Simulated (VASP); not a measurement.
A run of VASP 6.6.1 is set up as follows.

INCAR

```
SYSTEM = Al4P
PREC     = Accurate       ! precision mode
ENCUT    = 600            ! plane-wave cutoff, eV
EDIFF    = 1E-6           ! SCF threshold, eV
ISMEAR   = 0              ! smearing method
SIGMA    = 0.1            ! smearing width, eV
LREAL    = .FALSE.        ! projectors in reciprocal space
LASPH    = .TRUE.         ! aspherical terms in the spheres
NELM     = 80             ! most SCF steps
ALGO     = Normal         ! electronic algorithm
ISIF     = 3              ! what is computed and relaxed
LWAVE    = .FALSE.        ! write WAVECAR
LCHARG   = .FALSE.        ! write CHGCAR
GGA      = PE             ! functional
IBRION   = 2              ! ionic algorithm
NSW      = 90             ! ionic steps
EDIFFG   = -0.04          ! ionic threshold
```

Contents of KPOINTS:

```
Automatic mesh
0
G
  6 6 4
  0 0 0
```

Contents of POSCAR:

```
Al4P
1.0
    3.8801772100      0.0000000000      0.0000000000
   -1.9400886000      3.3603320300      0.0000000000
    0.0000000000      0.0000000000      7.3512121000
Al P
4 1
Direct
    0.0000000000      0.0000000000      0.8185592100
    0.0000000000      0.0000000000      0.1814407900
    0.3333333300      0.6666666700      0.5000000000
    0.6666666700      0.3333333300      0.5000000000
    0.0000000000      0.0000000000      0.5000000000
```

Potentials or basis: VASP PAW PBE potentials, release 64 (Al, P).

Run with:

```sh
$ cat potpaw_PBE.64/Al/POTCAR potpaw_PBE.64/P/POTCAR > POTCAR
$ mpirun -np 1 vasp_std > vasp.out
```

Question: What does it give for the relaxed cell?

Answer: a = 4.508 Å, b = 4.508 Å, c = 7.577 Å, α = 90.00°, β = 90.00°, γ = 120.00°.

Question: Estimate the relaxed volume.

Answer: 26.67 Å³/atom.

Final structure:
```yaml
crystal:
  lattice:
    - [4.50807, 0.00000, 0.00000]
    - [-2.25404, 3.90410, 0.00000]
    - [0.00000, 0.00000, 7.57697]
  atoms:
    - { symbol: Al, position: [0.00000, 0.00000, 0.81931] }
    - { symbol: Al, position: [0.00000, 0.00000, 0.18069] }
    - { symbol: Al, position: [0.33333, 0.66667, 0.50000] }
    - { symbol: Al, position: [0.66667, 0.33333, 0.50000] }
    - { symbol: P, position: [0.00000, 0.00000, 0.50000] }
```

Caveat: the volume moved by over 15 % at a fixed basis, so the end points are rough.
